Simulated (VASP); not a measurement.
# Be3Rh (I4/mmm) in VASP: a series of runs, part 2 of 2

VASP 6.6.1. Earlier steps stand in the parts before.

## (4) Single point, LDA

This run uses another cell than the first one, of 8.89 Å³/atom.

File INCAR:

```
SYSTEM = Be3Rh
PREC = Accurate ; ENCUT = 520
EDIFF = 1E-7 ; ISMEAR = 1
SIGMA = 0.1 ; LREAL = .FALSE.
LASPH = .TRUE. ; NELM = 100
ALGO = Normal ; ISIF = 2
LWAVE = .FALSE. ; LCHARG = .FALSE.
NBANDS = 18
```

File KPOINTS:

```
Automatic mesh
0
Gamma
  10 10 10
  0.5 0.5 0.5
```

File POSCAR:

```
Be3Rh
1.0
    4.1926062573     -0.0106796852      0.0000000478
    1.8089115597      3.7823141400      0.0000000478
   -3.0007589341     -1.8858172435      2.2399108080
Be Rh
3 1
Direct
    0.7500000000      0.2500000000      0.5000000000
    0.2500000000      0.7500000000      0.5000000000
    0.5000000000      0.5000000000      0.0000000000
    0.0000000000      0.0000000000      0.0000000000
```

Potentials or basis: VASP PAW LDA potentials, release 64 (Be, Rh_pv).

Run with:

```sh
$ cat potpaw_LDA.64/Be/POTCAR potpaw_LDA.64/Rh_pv/POTCAR > POTCAR
$ mpirun -np 1 vasp_std > vasp.out
```

OUTCAR:

```text
SYSTEM = Be3Rh
   PREC = Accurate
   ENCUT = 520
   EDIFF = 1E-7
   ISMEAR = 1
   LREAL = .FALSE.
   LASPH = .TRUE.
   NELM = 100
   ISIF = 2

 ion  position               nearest neighbor table
   1  0.750  0.250  0.500-   2 2.24   2 2.24   2 2.24   2 2.24   4 2.38   3 2.38   4 2.38   3 2.38
                             4 2.38   3 2.38   4 2.38   3 2.38
   2  0.250  0.750  0.500-   1 2.24   1 2.24   1 2.24   1 2.24   3 2.38   4 2.38   3 2.38   4 2.38
                             3 2.38   4 2.38   4 2.38   3 2.38
   3  0.500  0.500  0.000-   4 2.24   4 2.24   4 2.24   4 2.24   1 2.38   2 2.38   1 2.38   2 2.38
                             1 2.38   2 2.38   2 2.38   1 2.38
   4  0.000  0.000  0.000-   3 2.24   3 2.24   3 2.24   3 2.24   2 2.38   1 2.38   2 2.38   1 2.38
                             2 2.38   1 2.38   2 2.38   1 2.38

  LATTYP: Found a body centered tetragonal cell.
 ALAT       =     3.1677123108
 C/A-ratio  =     2.2376592958

  Lattice vectors:

 A1 = (   4.1926062573,  -0.0106796852,   0.0000000478)
 A2 = (   1.8089115597,   3.7823141400,   0.0000000478)
 A3 = (  -3.0007589341,  -1.8858172435,   2.2399108080)

Analysis of symmetry for initial positions (statically):
=====================================================================
 Subroutine PRICEL returns:
 Original cell was already a primitive cell.

 Routine SETGRP: Setting up the symmetry group for a
 body centered tetragonal supercell.

 Subroutine GETGRP returns: Found 16 space group operations
 (whereof 16 operations were pure point group operations)
 out of a pool of 16 trial point group operations.

The static configuration has the point symmetry D_4h.

Analysis of symmetry for dynamics (positions and initial velocities):
=====================================================================
 Subroutine PRICEL returns:
 Original cell was already a primitive cell.

 Routine SETGRP: Setting up the symmetry group for a
 body centered tetragonal supercell.

 Subroutine GETGRP returns: Found 16 space group operations
 (whereof 16 operations were pure point group operations)
 out of a pool of 16 trial point group operations.

The dynamic configuration has the point symmetry D_4h.

 Subroutine INISYM returns: Found 16 space group operations
 (whereof 16 operations are pure point group operations),
 and found     1 'primitive' translations

----------------------------------------------------------------------------------------

                                     Primitive cell

  volume of cell :      35.5632

  direct lattice vectors                    reciprocal lattice vectors
     4.192606257 -0.010679685  0.000000048     0.238224905 -0.113932312  0.223223171
     1.808911560  3.782314140  0.000000048     0.000672646  0.264066705  0.223223171
    -3.000758934 -1.885817244  2.239910808    -0.000000005 -0.000000003  0.446446338

  length of vectors
     4.192619859  4.192619859  4.192619859     0.345774871  0.345774871  0.446446338

  position of ions in fractional coordinates (direct lattice)
     0.750000000  0.250000000  0.500000000
     0.250000000  0.750000000  0.500000000
     0.500000000  0.500000000  1.000000000
     0.000000000  0.000000000  0.000000000

  ion indices of the primitive-cell ions
   primitive index   ion index
                 1           1
                 2           2
                 3           3
[... 30 lines left out ...]
  0.050000  0.050000  0.050000      8.000000
  0.150000  0.050000  0.050000     16.000000
  0.250000  0.050000  0.050000     16.000000
  0.350000  0.050000  0.050000     16.000000
  0.450000  0.050000  0.050000      8.000000
 -0.050000  0.050000  0.050000      4.000000
[... 16 lines left out ...]
 -0.050000  0.250000  0.050000      8.000000
  0.350000  0.350000  0.050000      8.000000
 [... further k-points ...]
   k-points           NKPTS =     99   k-points in BZ     NKDIM =     99   number of bands    NBANDS=     18
   number of dos      NEDOS =    301   number of ions     NIONS =      4
   total plane-waves  NPLWV =  32768
   dimension x,y,z NGX =    32 NGY =   32 NGZ =   32
   dimension x,y,z NGXF=    64 NGYF=   64 NGZF=   64
   ions per type =               3   1
   NGX,Y,Z   is equivalent  to a cutoff of  12.69, 12.69, 12.69 a.u.
   NGXF,Y,Z  is equivalent  to a cutoff of  25.38, 25.38, 25.38 a.u.
 SYSTEM =  Be3Rh
   PREC   = accura    normal or accurate (medium, high low for compatibility)
   ISTART =      0    job   : 0-new  1-cont  2-samecut
   ICHARG =      2    charge: 1-file 2-atom 10-const
   ISPIN  =      1    spin polarized calculation?
   LNONCOLLINEAR =      F non collinear calculations
   LSORBIT =      F    spin-orbit coupling
   LASPH  =      T    aspherical Exc in radial PAW
   ENCUT  =  520.0 eV  38.22 Ry    6.18 a.u.   7.80  7.80  7.80*2*pi/ulx,y,z
   NELM   =    100;   NELMIN=  2; NELMDL= -5     # of ELM steps
   EDIFF  = 0.1E-06   stopping-criterion for ELM
   LREAL  =      F    real-space projection
   EDIFFG = 0.1E-05   stopping-criterion for IOM
   NSW    =      0    number of steps for IOM
   IBRION =     -1    ionic relax: 0-MD 1-quasi-New 2-CG
   NFREE  =      0    steps in history (QN), initial steepest desc. (CG)
   ISIF   =      2    stress and relaxation
   ISYM   =      2    0-nonsym 1-usesym 2-fastsym
   POTIM  = 0.5000    time-step for ionic-motion
   TEBEG  =    0.0;   TEEND  =   0.0 temperature during run
   PSTRESS=    0.0 pullay stress
   NELECT =      21.0000    total number of electrons
   NUPDOWN=      -1.0000    fix difference up-down
   EMIN   =  10.00;   EMAX   =-10.00  energy-range for DOS
   EFERMI =   0.00;   METHOD = LEGACY
   ISMEAR =     1;   SIGMA  =   0.10  broadening in eV -4-tet -1-fermi 0-gaus
   EFERMI_NEDOS =   21; number of points for ismear=-14 and -15
   IALGO  =     38    algorithm
   IMIX   =      4    mixing-type and parameters
     AMIX     =   0.40;   BMIX     =  1.00
     AMIX_MAG =   1.60;   BMIX_MAG =  1.00
  volume/ion in A,a.u.               =       8.89        60.00
  Fermi-wavevector in a.u.,A,eV,Ry     =   1.373454  2.595452 25.665713  1.886377
  Thomas-Fermi vector in A             =   2.498970
   LORBIT       =      0    0 simple, 1 ext, 2 COOP (PROOUT), +10 PAW based schemes
   GGA     = CA    functional components
   LHFCALC =     F    Hartree Fock is set to
   AEXX    =    0.0000 exact exchange contribution
   IVDW    =     0    specifies the selected vdW correction
   LEPSILON=     F    determine dielectric tensor
   LRPA    =     F    only Hartree local field effects (RPA)
 non-spin polarized calculation
 Methfessel and Paxton  Order N= 1 SIGMA  =   0.10
  energy-cutoff  :      520.00
  volume of cell :       35.56
 maximum number of plane-waves:       970
   NGX = 15   NGY = 15   NGZ = 15

 number of electron      21.0000000 magnetization

 Free energy of the ion-electron system (eV)
  ---------------------------------------------------
  ext. energy  EPLUGINS =         0.00000000
  ---------------------------------------------------
  free energy    TOTEN  =       -23.00854783 eV

  energy without entropy =      -23.00923454  energy(sigma->0) =      -23.00877673

 E-fermi :   8.9769     XC(G=0): -12.1813

 val. band max:        8.9613713043   @ k =   0.3500   0.3500   0.1500
 cond. band min:       9.0161164181   @ k =   0.3500   0.2500   0.1500
 fundamental gap:      0.0547451137
 Fermi energy:         8.9768956013

 k-point     1 :       0.0500    0.0500    0.0500
  band No.  band energies     occupation
      1     -37.5925      2.00000
      2     -37.5921      2.00000
      3     -37.5797      2.00000
      4      -0.8981      2.00000
      5       4.1949      2.00000
      6       4.4489      2.00000
[... 481 lines left out ...]
      5       3.0671      2.00000
      6       4.6831      2.00000
[... 10 lines left out ...]
     17      19.0375      0.00000
     18      21.2150      0.00000

 [... further k-points ...]

------------------------ aborting loop because EDIFF is reached ----------------------------------------

  FORCE on cell =-STRESS in cart. coord.  units (eV):
  Direction    XX          YY          ZZ          XY          YZ          ZX
  --------------------------------------------------------------------------------------
  -------------------------------------------------------------------------------------
  Total        1.2703461      1.2435541      1.2260658      0.0278278      0.0000000      0.0000000
  in kB       57.2310180     56.0239971     55.2361224      1.2536857      0.0000000      0.0000000
  external PRESSURE =      56.1637125 kB  Pullay stress =       0.0000000 kB

 VOLUME and BASIS-vectors are now :
 -----------------------------------------------------------------------------
  energy-cutoff  :      520.00
  volume of cell :       35.56
      direct lattice vectors                 reciprocal lattice vectors
     4.192606257 -0.010679685  0.000000048     0.238224905 -0.113932312  0.223223171
     1.808911560  3.782314140  0.000000048     0.000672646  0.264066705  0.223223171
    -3.000758934 -1.885817244  2.239910808    -0.000000005 -0.000000003  0.446446338

 POSITION                                       TOTAL-FORCE (eV/Angst)
 -----------------------------------------------------------------------------------
      2.09630     -0.00534      1.11996        -0.000000     -0.000000      0.000000
      0.90446      1.89116      1.11996         0.000000      0.000000     -0.000000
      3.00076      1.88582      0.00000         0.000000      0.000000     -0.000000
      0.00000      0.00000      0.00000         0.000000      0.000000     -0.000000
 -----------------------------------------------------------------------------------
    total drift:                               -0.000000      0.000000     -0.000000

  FREE ENERGIE OF THE ION-ELECTRON SYSTEM (eV)
  ---------------------------------------------------
  free  energy   TOTEN  =       -23.0085478313 eV

  energy  without entropy=      -23.0092345394  energy(sigma->0) =      -23.00877673
```

OSZICAR:

```text
N       E                     dE             d eps       ncg     rms          rms(c)
DAV:   1     0.138150318311E+03    0.13815E+03   -0.11313E+04  3580   0.110E+03
DAV:   2    -0.216163384791E+02   -0.15977E+03   -0.15581E+03  3900   0.313E+02
DAV:   3    -0.249255793375E+02   -0.33092E+01   -0.32841E+01  4568   0.466E+01
DAV:   4    -0.249437481033E+02   -0.18169E-01   -0.18161E-01  4082   0.358E+00
DAV:   5    -0.249439623844E+02   -0.21428E-03   -0.21427E-03  4268   0.384E-01    0.169E+01
DAV:   6    -0.239755459322E+02    0.96842E+00   -0.17957E+01  3756   0.374E+01    0.625E+00
DAV:   7    -0.230315883659E+02    0.94396E+00   -0.34716E+00  3702   0.194E+01    0.177E+00
DAV:   8    -0.230162453693E+02    0.15343E-01   -0.55836E-02  3912   0.158E+00    0.104E+00
DAV:   9    -0.230087221877E+02    0.75232E-02   -0.97171E-03  4086   0.725E-01    0.179E-01
DAV:  10    -0.230085425779E+02    0.17961E-03   -0.70267E-04  3900   0.259E-01    0.301E-02
DAV:  11    -0.230085478636E+02   -0.52857E-05   -0.19215E-05  4284   0.296E-02    0.127E-02
DAV:  12    -0.230085478313E+02    0.32337E-07   -0.80981E-07  4142   0.680E-03
   1 F= -.23008548E+02 E0= -.23008777E+02  d E =0.686708E-03
```

stdout:

```text
POSCAR found type information on POSCAR BeRh
 POSCAR found :  2 types and       4 ions
 scaLAPACK will be used
 LDA part: xc-table for (Slater(with rela. corr.)+CA(PZ))
 , standard interpolation
 POSCAR, INCAR and KPOINTS ok, starting setup
 FFT: planning ... GRIDC
 FFT: planning ... GRID_SOFT
 FFT: planning ... GRID
 WAVECAR not read
 entering main loop
```

Wall time 30 s (1 thread of Oxide Virtual Turin-like, shared host); peak memory 0.16 GiB.

Results:

```
Free energy            : -23.0085 eV
Pressure               : 5.6 GPa
Band gap on the k mesh : zero (an odd number of electrons rules out a gap without spin polarisation)
```

Stress tensor (GPa, compression positive):
```
5.72 0.13 0.00
0.13 5.60 0.00
0.00 0.00 5.52
```

Caveat: the cell stands under pressure.

## (5) Overview

```csv
cell,gap on the mesh (eV),pressure (GPa)
"a = 4.102 Å, angles 135.5, 135.5, 64.7°, 4 atoms",none,20.7
"a = 4.160 Å, angles 135.6, 135.6, 64.6°, 4 atoms",none,10.6
"a = 4.193 Å, angles 135.6, 135.6, 64.6°, 4 atoms",none,5.6
```

Alike in all rows: task single point; level LDA; potentials or basis VASP PAW LDA potentials, release 64 (Be, Rh_pv); no spin polarisation; k mesh 10 × 10 × 10, shifted; cutoff (eV) 520; smearing methfessel-paxton 0.1 eV.

Caveats: the cell stands under pressure.

Total energies depend on the potentials used, so only differences within one code and one set of settings carry meaning.

The gap in the log of VASP goes by the Fermi energy; the results here count the filled bands.